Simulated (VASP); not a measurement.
# Si5O (P-6m2) in VASP: further runs, part 2 of 2

VASP 6.6.1. The steps go on from the part before.

## 5. Single point, PBE

This run uses another cell than the first one, of 12.89 Å³/atom.

File INCAR:

```
  ALGO = Normal
  EDIFF = 1E-6
  ENCUT = 520
  GGA = PE
  ISIF = 2
  ISMEAR = 0
  LASPH = True
  LCHARG = False
  LREAL = False
  LWAVE = False
  NBANDS = 22
  NELM = 60
  PREC = Accurate
  SIGMA = 0.1
```

File KPOINTS:

```
k-points
0
Gamma
  18 18 4
```

File POSCAR:

```
Si5O
1.0
    2.7328823010      0.0000000000      0.0000000000
   -1.3664411505      2.3667454982      0.0000000000
    0.0000000000      0.0000000000     11.9573323163
Si O
5 1
Direct
    0.6666666667      0.3333333333      0.8699125652
    0.0000000000      0.0000000000      0.6810497051
    0.6666666667      0.3333333333      0.5000000000
    0.0000000000      0.0000000000      0.3189502949
    0.6666666667      0.3333333333      0.1300874348
    0.0000000000      0.0000000000      0.0000000000
```

Potentials or basis: VASP PAW PBE potentials, release 64 (Si, O).

Run with:

```sh
$ cat potpaw_PBE.64/Si/POTCAR potpaw_PBE.64/O/POTCAR > POTCAR
$ mpirun -np 1 vasp_std > vasp.out
```

OUTCAR:

```text
EDIFF = 1E-6
   ENCUT = 520
   GGA = PE
   ISIF = 2
   ISMEAR = 0
   LASPH = True
   LREAL = False
   NELM = 60
   PREC = Accurate

 ion  position               nearest neighbor table
   1  0.667  0.333  0.870-   6 2.22   6 2.22   6 2.22   2 2.75   2 2.75   2 2.75   5 3.11
   2  0.000  0.000  0.681-   3 2.68   3 2.68   3 2.68   1 2.75   1 2.75   1 2.75
   3  0.667  0.333  0.500-   2 2.68   4 2.68   2 2.68   4 2.68   2 2.68   4 2.68
   4  0.000  0.000  0.319-   3 2.68   3 2.68   3 2.68   5 2.75   5 2.75   5 2.75
   5  0.667  0.333  0.130-   6 2.22   6 2.22   6 2.22   4 2.75   4 2.75   4 2.75   1 3.11
   6  0.000  0.000  0.000-   1 2.22   5 2.22   1 2.22   5 2.22   1 2.22   5 2.22

  LATTYP: Found a hexagonal cell.
 ALAT       =     2.7328823010
 C/A-ratio  =     4.3753557597

  Lattice vectors:

 A1 = (   2.7328823010,   0.0000000000,   0.0000000000)
 A2 = (  -1.3664411505,   2.3667454982,   0.0000000000)
 A3 = (   0.0000000000,   0.0000000000,  11.9573323163)

Analysis of symmetry for initial positions (statically):
=====================================================================
 Subroutine PRICEL returns:
 Original cell was already a primitive cell.

 Routine SETGRP: Setting up the symmetry group for a
 hexagonal supercell.

 Subroutine GETGRP returns: Found 12 space group operations
 (whereof 12 operations were pure point group operations)
 out of a pool of 24 trial point group operations.

The static configuration has the point symmetry D_3h.

Analysis of symmetry for dynamics (positions and initial velocities):
=====================================================================
 Subroutine PRICEL returns:
 Original cell was already a primitive cell.

 Routine SETGRP: Setting up the symmetry group for a
 hexagonal supercell.

 Subroutine GETGRP returns: Found 12 space group operations
 (whereof 12 operations were pure point group operations)
 out of a pool of 24 trial point group operations.

[... 130 lines left out ...]
  Fermi-wavevector in a.u.,A,eV,Ry     =   1.138318  2.151110 17.629999  1.295768
  Thomas-Fermi vector in A             =   2.275023
   LORBIT       =      0    0 simple, 1 ext, 2 COOP (PROOUT), +10 PAW based schemes
   GGA     = PE    functional components
   LHFCALC =     F    Hartree Fock is set to
   AEXX    =    0.0000 exact exchange contribution
   IVDW    =     0    specifies the selected vdW correction
   LEPSILON=     F    determine dielectric tensor
   LRPA    =     F    only Hartree local field effects (RPA)
 non-spin polarized calculation
 Gauss-broadening in eV      SIGMA  =   0.10
  energy-cutoff  :      520.00
  volume of cell :       77.34
 maximum number of plane-waves:      2105
   NGX = 11   NGY = 11   NGZ = 45

 number of electron      26.0000005 magnetization

 Free energy of the ion-electron system (eV)
  ---------------------------------------------------
  ext. energy  EPLUGINS =         0.00000000
  ---------------------------------------------------
  free energy    TOTEN  =       -30.88782307 eV

  energy without entropy =      -30.87579059  energy(sigma->0) =      -30.88180683

 E-fermi :  10.2055     XC(G=0): -11.3899

 val. band max:       10.2048631805   @ k =   0.3889   0.1667   0.2500
 cond. band min:      10.2077228997   @ k =   0.3889   0.0556   0.2500
 fundamental gap:      0.0028597192
 Fermi energy:        10.2054736578

 k-point     1 :       0.0000    0.0000    0.0000
  band No.  band energies     occupation
      1     -11.1681      2.00000
      2      -4.1225      2.00000
      3      -3.5802      2.00000
      4      -1.5068      2.00000
      5      -1.3432      2.00000
      6       2.6554      2.00000
[... 589 lines left out ...]
     21      14.5237      0.00000
     22      15.9861      0.00000

 [... further k-points ...]

------------------------ aborting loop because EDIFF is reached ----------------------------------------

  FORCE on cell =-STRESS in cart. coord.  units (eV):
  Direction    XX          YY          ZZ          XY          YZ          ZX
  --------------------------------------------------------------------------------------
  -------------------------------------------------------------------------------------
  Total       -0.0129744     -0.0129744      0.0086861      0.0000000     -0.0000000      0.0000000
  in kB       -0.2687773     -0.2687773      0.1799398      0.0000000     -0.0000000      0.0000000
  external PRESSURE =      -0.1192049 kB  Pullay stress =       0.0000000 kB

 VOLUME and BASIS-vectors are now :
 -----------------------------------------------------------------------------
  energy-cutoff  :      520.00
  volume of cell :       77.34
      direct lattice vectors                 reciprocal lattice vectors
     2.732882301  0.000000000  0.000000000     0.365914039  0.211260569  0.000000000
    -1.366441151  2.366745498  0.000000000     0.000000000  0.422521137  0.000000000
     0.000000000  0.000000000 11.957332316     0.000000000  0.000000000  0.083630694

 POSITION                                       TOTAL-FORCE (eV/Angst)
 -----------------------------------------------------------------------------------
      1.36644      0.78892     10.40183         0.000000      0.000000     -0.006053
      0.00000      0.00000      8.14354        -0.000000      0.000000     -0.004120
      1.36644      0.78892      5.97867        -0.000000      0.000000      0.000000
      0.00000      0.00000      3.81379        -0.000000      0.000000      0.004120
      1.36644      0.78892      1.55550        -0.000000     -0.000000      0.006053
      0.00000      0.00000      0.00000         0.000000      0.000000      0.000000
 -----------------------------------------------------------------------------------
    total drift:                               -0.000000      0.000000      0.000000

  FREE ENERGIE OF THE ION-ELECTRON SYSTEM (eV)
  ---------------------------------------------------
  free  energy   TOTEN  =       -30.8878230711 eV

  energy  without entropy=      -30.8757905919  energy(sigma->0) =      -30.88180683
```

stdout:

```text
POSCAR found type information on POSCAR SiO
 POSCAR found :  2 types and       6 ions
 scaLAPACK will be used
 LDA part: xc-table for (Slater+PW92), standard interpolation
 POSCAR, INCAR and KPOINTS ok, starting setup
 FFT: planning ... GRIDC
 FFT: planning ... GRID_SOFT
 FFT: planning ... GRID
 WAVECAR not read
 entering main loop
```

Wall time 77 s (1 thread of Intel Xeon 6975P-C (Granite Rapids), shared host); peak memory 0.28 GiB.

Results:

```
Free energy            : -30.8878 eV
Pressure               : 0.0 GPa
Largest force          : 0.006 eV/Å
Band gap on the k mesh : zero (bands 13 and 14 overlap by 9.22 eV)
```

Forces in eV/Å, atoms in the order of the input:
```
Si   0.000  0.000 -0.006
Si   0.000  0.000 -0.004
Si   0.000  0.000  0.000
Si   0.000  0.000  0.004
Si   0.000  0.000  0.006
O    0.000  0.000  0.000
```

Levels at points of the mesh, in eV from the Fermi level:
| k point | band 10 | band 11 | band 12 | band 13 | band 14 | band 15 | band 16 | band 17 |
| --- | --- | --- | --- | --- | --- | --- | --- | --- |
| (0.00, 0.00, 0.00) | -1.83 | -1.31 | 4.11 | 4.19 | 8.16 | 8.16 | 8.79 | 8.79 |
| (0.50, 0.00, 0.00) | -4.45 | -4.40 | -2.48 | -1.59 | -0.78 | 0.87 | 2.64 | 3.29 |
| (0.00, 0.00, 0.50) | -3.31 | 1.21 | 1.54 | 6.85 | 7.03 | 8.14 | 8.14 | 8.79 |
| (0.50, 0.00, 0.50) | -4.40 | -4.02 | -2.85 | -2.35 | 0.10 | 0.99 | 2.45 | 3.24 |

## 6. Relaxation of cell and atoms, PBE, collinear spin, ferromagnetic start

File INCAR:

```
PREC = Accurate ; ENCUT = 600
EDIFF = 1E-6 ; ISMEAR = 0
SIGMA = 0.1 ; LREAL = F
LASPH = T ; NELM = 150
ALGO = Normal ; ISIF = 3
LWAVE = F ; LCHARG = F
ISPIN = 2 ; MAGMOM = 0 0 0 0 0 1
LORBIT = 11 ; GGA = PE
IBRION = 2 ; NSW = 90
EDIFFG = -0.04
```

File KPOINTS:

```
Automatic mesh
0
Gamma
  6 6 2
```

File POSCAR:

```
Si5O
1.0
    2.6645594000      0.0000000000      0.0000000000
   -1.3322797000      2.3075761300      0.0000000000
    0.0000000000      0.0000000000     12.9517325400
Si O
5 1
Direct
    0.6666666700      0.3333333300      0.8353336500
    0.0000000000      0.0000000000      0.6676422400
    0.6666666700      0.3333333300      0.5000000000
    0.0000000000      0.0000000000      0.3323577600
    0.6666666700      0.3333333300      0.1646663500
    0.0000000000      0.0000000000      0.0000000000
```

Potentials or basis: VASP PAW PBE potentials, release 64 (Si, O).

Run with:

```sh
$ cat potpaw_PBE.64/Si/POTCAR potpaw_PBE.64/O/POTCAR > POTCAR
$ mpirun -np 1 vasp_std > vasp.out
```

Run time: 4.3 min. Hardware: 1 thread of Intel Xeon 6975P-C (Granite Rapids), shared host; peak memory 0.29 GiB.

It converged, with:

| Item | Value |
| --- | --- |
| Free energy | -30.8342 eV |
| Relaxed volume | 13.11 Å³/atom |
| Relaxed cell | a = 2.787 Å, b = 2.787 Å, c = 11.697 Å, α = 90.00°, β = 90.00°, γ = 120.00° |
| Space group after relaxing (to 0.1 Å) | P-6m2 (No. 187) |
| Energy gained by relaxing | 423.6 meV/atom |
| Ionic steps | 15 |
| Pressure after relaxing | -0.3 GPa |
| Largest force after relaxing | 0.029 eV/Å |
| Band gap on the k mesh | zero (filled and empty bands overlap) |
| Net moment | 0.00 μB per cell |
| Valence electrons inside the program's atomic spheres | Si 1.47, 1.55, 1.57 (each value once); O 4.93 |

Forces on the atoms (eV/Å):
```
Si   0.000  0.000 -0.017
Si   0.000  0.000  0.029
Si   0.000  0.000  0.000
Si   0.000  0.000 -0.029
Si   0.000  0.000  0.017
O    0.000  0.000  0.000
```

Stress tensor (GPa, compression positive):
```
-0.47  0.00  0.00
 0.00 -0.47  0.00
 0.00  0.00  0.19
```

The path:
```
step  energy change (eV)  largest force (eV/Å)  pressure (GPa)  volume (Å³)
   1              0.0000                2.3117           -2.07        79.64
   2             -1.1039                2.8483           -0.48        77.55
   3             -2.2016                0.9351            8.70        73.58
   4             -2.2167                1.1005            6.72        74.10
   5             -2.2174                0.8657            7.41        73.91
   6             -2.3583                0.7554           -0.30        80.98
   7             -2.4011                0.5093            1.73        78.55
   8             -2.4814                0.4766           -3.34        81.23
   9             -2.4841                0.3473           -2.50        80.67
  10             -2.5260                0.2232           -0.29        78.57
  11             -2.5261                0.2273           -0.36        78.64
  12             -2.5345                0.1980            0.97        77.92
  13             -2.5350                0.2044            0.73        78.04
  14             -2.5410                0.0818            0.04        78.47
  15             -2.5416                0.0294           -0.25        78.66
```

Final structure:
```
CELL_PARAMETERS angstrom
2.78653 0.00000 0.00000
-1.39326 2.41320 0.00000
0.00000 0.00000 11.69737
ATOMIC_POSITIONS crystal
Si 0.66667 0.33333 0.86733
Si 0.00000 0.00000 0.67609
Si 0.66667 0.33333 0.50000
Si 0.00000 0.00000 0.32391
Si 0.66667 0.33333 0.13267
O 0.00000 0.00000 0.00000
```

Levels at points of the mesh, in eV from the Fermi level:
Spin up:
```
           k point  band 10  band 11  band 12  band 13  band 14  band 15  band 16  band 17
(0.00, 0.00, 0.00)    -1.22    -0.75     4.53     4.78     7.26     7.26     8.13     8.13
(0.50, 0.00, 0.00)    -4.35    -4.34    -2.33    -1.19    -0.32     1.11     2.66     2.88
(0.00, 0.00, 0.50)    -3.30     1.86     1.93     7.24     7.24     7.52     7.62     8.13
(0.50, 0.00, 0.50)    -4.25    -3.94    -2.70    -1.89     0.53     1.13     2.62     2.82
```
Spin down:
| k point | band 10 | band 11 | band 12 | band 13 | band 14 | band 15 | band 16 | band 17 |
| --- | --- | --- | --- | --- | --- | --- | --- | --- |
| (0.00, 0.00, 0.00) | -1.22 | -0.75 | 4.53 | 4.78 | 7.26 | 7.26 | 8.13 | 8.13 |
| (0.50, 0.00, 0.00) | -4.35 | -4.34 | -2.33 | -1.19 | -0.32 | 1.11 | 2.66 | 2.88 |
| (0.00, 0.00, 0.50) | -3.30 | 1.86 | 1.93 | 7.24 | 7.24 | 7.52 | 7.62 | 8.13 |
| (0.50, 0.00, 0.50) | -4.25 | -3.94 | -2.70 | -1.89 | 0.53 | 1.13 | 2.62 | 2.82 |

Caveat: the k points lie up to 0.43 Å⁻¹ apart in the final cell, too coarse for converged energies and pressures of a metal.

## 7. Relaxation of cell and atoms, PBE

This run uses another cell than the first one, of 13.06 Å³/atom.

File INCAR:

```
PREC = Accurate
ENCUT = 600
EDIFF = 1E-6
ISMEAR = 0
SIGMA = 0.1
LREAL = False
LASPH = True
NELM = 60
ALGO = Normal
ISIF = 3
LWAVE = False
LCHARG = False
GGA = PE
IBRION = 2
NSW = 100
EDIFFG = -0.01
```

File KPOINTS:

```
regular mesh
0
Gamma
  18 18 4
```

File POSCAR:

```
Si5O
1.0
    2.7810434760      0.0000000000      0.0000000000
   -1.3905217380      2.4084542992      0.0000000000
    0.0000000000      0.0000000000     11.6973227669
Si O
5 1
Direct
    0.6666666667      0.3333333333      0.8673575129
    0.0000000000      0.0000000000      0.6767303185
    0.6666666667      0.3333333333      0.5000000000
    0.0000000000      0.0000000000      0.3232696815
    0.6666666667      0.3333333333      0.1326424871
    0.0000000000      0.0000000000      0.0000000000
```

Run with:

```sh
$ cat potpaw_PBE.64/Si/POTCAR potpaw_PBE.64/O/POTCAR > POTCAR
$ mpirun -np 1 vasp_std > vasp.out
```

It took 6.4 min on 1 thread of Intel Xeon 6975P-C (Granite Rapids), shared host; peak memory 0.32 GiB.

It converged, with:

```
Free energy                           : -30.8892 eV
Relaxed volume                        : 12.88 Å³/atom
Relaxed cell                          : a = 2.730 Å, b = 2.730 Å, c = 11.974 Å, α = 90.00°, β = 90.00°, γ = 120.00°
Space group after relaxing (to 0.1 Å) : P-6m2 (No. 187)
Energy gained by relaxing             : 12.6 meV/atom
Ionic steps                           : 11
Pressure after relaxing               : 0.0 GPa
Largest force after relaxing          : 0.006 eV/Å
```

Forces in eV/Å, atoms in the order of the input:
```
Si   0.000  0.000 -0.002
Si   0.000  0.000  0.006
Si   0.000  0.000  0.000
Si   0.000  0.000 -0.006
Si   0.000  0.000  0.002
O    0.000  0.000  0.000
```

Stress tensor (GPa, compression positive):
```
 0.11  0.00  0.00
 0.00  0.11  0.00
 0.00  0.00 -0.08
```

The path:
```csv
step,energy change (eV),largest force (eV/Å),pressure (GPa),volume (Å³)
1,0.0000,0.2884,-0.68,78.35
2,-0.0576,0.3000,-0.67,77.71
3,-0.0615,0.3590,-0.62,77.53
4,-0.0616,0.3735,-0.60,77.50
5,-0.0720,0.1027,0.67,76.77
6,-0.0720,0.1004,0.77,76.72
7,-0.0749,0.0533,0.13,77.29
8,-0.0751,0.0387,-0.08,77.47
9,-0.0753,0.0253,-0.09,77.43
10,-0.0754,0.0194,-0.09,77.40
11,-0.0755,0.0060,0.05,77.29
```

Final structure:
```cif
data_structure
_symmetry_space_group_name_H-M 'P 1'
_symmetry_Int_Tables_number 1
_cell_length_a 2.7302
_cell_length_b 2.7302
_cell_length_c 11.9739
_cell_angle_alpha 90.000
_cell_angle_beta 90.000
_cell_angle_gamma 120.000
_cell_volume 77.29
loop_
_atom_site_label
_atom_site_type_symbol
_atom_site_fract_x
_atom_site_fract_y
_atom_site_fract_z
_atom_site_occupancy
Si1 Si 0.66667 0.33333 0.87003 1
Si2 Si 0.00000 0.00000 0.68075 1
Si3 Si 0.66667 0.33333 0.50000 1
Si4 Si 0.00000 0.00000 0.31925 1
Si5 Si 0.66667 0.33333 0.12997 1
O1 O 0.00000 0.00000 0.00000 1
```

Levels at points of the mesh, in eV from the Fermi level:
| k point | band 10 | band 11 | band 12 | band 13 | band 14 | band 15 | band 16 | band 17 |
| --- | --- | --- | --- | --- | --- | --- | --- | --- |
| (0.00, 0.00, 0.00) | -1.87 | -1.33 | 4.09 | 4.16 | 8.19 | 8.19 | 8.84 | 8.84 |
| (0.50, 0.00, 0.00) | -4.47 | -4.39 | -2.48 | -1.62 | -0.80 | 0.87 | 2.61 | 3.31 |
| (0.00, 0.00, 0.50) | -3.30 | 1.18 | 1.52 | 6.83 | 6.99 | 8.18 | 8.18 | 8.84 |
| (0.50, 0.00, 0.50) | -4.39 | -4.02 | -2.86 | -2.36 | 0.08 | 0.98 | 2.43 | 3.26 |

Caveat: the highest band is partly filled, so the run has too few bands.

## 8. The runs side by side

| task | spin | cell | k mesh | cutoff (eV) | gap on the mesh (eV) | pressure (GPa) | moment (μB) | relaxed volume (Å³/atom) | largest force (eV/Å) |
| --- | --- | --- | --- | --- | --- | --- | --- | --- | --- |
| single point | off | a = 2.665, b = 2.665, c = 12.952 Å, angles 90.0, 90.0, 120.0°, 6 atoms, atomic positions A | 6 × 6 × 2 | 520 | none | -2.1 | - | - | 2.31 |
| single point | collinear, ferromagnetic start | a = 2.781, b = 2.781, c = 11.697 Å, angles 90.0, 90.0, 120.0°, 6 atoms, atomic positions B | 6 × 6 × 2 | 520 | none | 0.1 | 0.00 | - | 0.02 |
| single point | collinear, ferromagnetic start | a = 2.665, b = 2.665, c = 12.952 Å, angles 90.0, 90.0, 120.0°, 6 atoms, atomic positions A | 6 × 6 × 2 | 520 | none | -2.0 | 0.22 | - | 2.35 |
| single point | off | a = 2.733, b = 2.733, c = 11.957 Å, angles 90.0, 90.0, 120.0°, 6 atoms, atomic positions C | 18 × 18 × 4 | 520 | none | 0.0 | - | - | 0.01 |
| relaxation of cell and atoms | collinear, ferromagnetic start | relaxed from a = 2.665, b = 2.665, c = 12.952 Å, angles 90.0, 90.0, 120.0°, 6 atoms, atomic positions A | 6 × 6 × 2 | 600 | none | -0.3 | 0.00 | 13.11 | 0.03 |
| relaxation of cell and atoms | off | relaxed from a = 2.781, b = 2.781, c = 11.697 Å, angles 90.0, 90.0, 120.0°, 6 atoms, atomic positions B | 18 × 18 × 4 | 600 | - | 0.0 | - | 12.88 | 0.01 |

Alike in all rows: level PBE; potentials or basis VASP PAW PBE potentials, release 64 (Si, O); smearing gaussian 0.1 eV.

Caveats: some runs use coarse meshes; forces of over 1 eV/Å act on the atoms, so gaps and moduli don't describe the material at rest (at least some runs); the highest band is partly filled, so the run has too few bands (at least some runs).

Absolute energies hang on the potentials; compare differences alone.
